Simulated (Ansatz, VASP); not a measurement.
# SiC in VASP and in Ansatz

The input INCAR:

```
PREC = Accurate
ENCUT = 520
EDIFF = 1E-7
ISMEAR = 0
SIGMA = 0.1
LREAL = False
LASPH = True
NELM = 150
ALGO = Normal
ISIF = 2
LWAVE = False
LCHARG = False
ISPIN = 2
MAGMOM = 0 1
LORBIT = 11
GGA = PE
NBANDS = 15
```

The input KPOINTS:

```
regular mesh
0
Gamma
  6 6 6
```

POSCAR

```
SiC
1.0
    2.6378440910      0.0000000000      0.0000000000
    0.0000000000      2.6378440910      0.0000000000
    0.0000000000      0.0000000000      2.6378440910
Si C
1 1
Direct
    0.5000000000      0.5000000000      0.5000000000
    0.0000000000      0.0000000000      0.0000000000
```

Input for Ansatz:

```yaml
crystal:
  lattice:
    - [2.637844091, 0.0, 0.0]
    - [0.0, 2.637844091, 0.0]
    - [0.0, 0.0, 2.637844091]
  atoms:
    - { symbol: Si, position: [0.5, 0.5, 0.5] }
    - { symbol: C, position: [0.0, 0.0, 0.0], spin: 1.0 }
basis:
  ecutwfc: 420
kpoints:
  mp_grid: { grid: [6, 6, 6] }
hamiltonian:
  xc: pbe
scf:
  occupations: { method: gaussian, width: 0.1 }
  lower_state_search: "off"
output:
  forces: true
  stress: true
  eigenvalues: true
  populations: true
magnetization:
  spin_polarized: true
```

Alike in both runs: task single point; functional PBE; k mesh 6 × 6 × 6; occupations gaussian, width 0.1 eV; collinear spin.

|  | VASP | Ansatz |
| --- | --- | --- |
| version | VASP 6.6.1 | Ansatz 0.2.0 |
| potentials or method | VASP PAW PBE potentials, release 64 (Si, C), cutoff 520 eV | scalar-relativistic, plane waves, PAW |
| valence electrons in the cell | 8 | 8 |

```csv
,VASP,Ansatz,Ansatz less VASP
gap on the k mesh at the Fermi level (eV),none,none,-
pressure (GPa),0.0,-0.1,-0.11
net moment per atom (μB),0.00,0.00,0.000
```

A gap of «none» marks a metal or a gap that the smearing closes. With one functional, cell and mesh, what is left measures potentials, basis and numerics. Ansatz's warnings: seeded moment not kept.

The k mesh is coarse, so the values compare programs but aren't converged.
